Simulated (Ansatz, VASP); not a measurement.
# BN2: VASP beside Ansatz

```
B N
1.0
     3.60896    0.00000    0.00000
     0.00000    3.60896    0.00000
     0.00000    0.00000    2.96182
B N
2 4
Cartesian
  1.8045 1.8045 0.0000
  0.0000 0.0000 1.4809
  0.4777 1.3267 0.7405
  1.3267 3.1312 2.2214
  3.1312 2.2822 0.7405
  2.2822 0.4777 2.2214
```

Change from the starting cell: the structure that the rattled CaCl2 type (Pnnm, No. 58) fell into.

Alike in both runs: functional PBE; k mesh 10 × 10 × 12; occupations gaussian, width 0.1 eV; no spin polarisation.

Ansatz relaxed the structure, and its values are those at the end. VASP's run is a single point on that final structure, the one shown.

|  | VASP | Ansatz |
| --- | --- | --- |
| version | VASP 6.6.1 | Ansatz 0.2.0 |
| potentials or method | VASP PAW PBE potentials, release 64 (B, N), cutoff 520 eV | scalar-relativistic, plane waves, PAW |
| valence electrons in the cell | 26 | 26 |

```csv
,VASP,Ansatz,Ansatz less VASP
gap on the k mesh at the Fermi level (eV),none,none,-
pressure (GPa),0.2,0.0,-0.19
rms of the force components (eV/Å),0.042,0.002,-0.0399
```

A gap of «none» marks a metal or a gap that the smearing closes. The functional is the same, so the differences come from potentials, cutoffs and numerics.
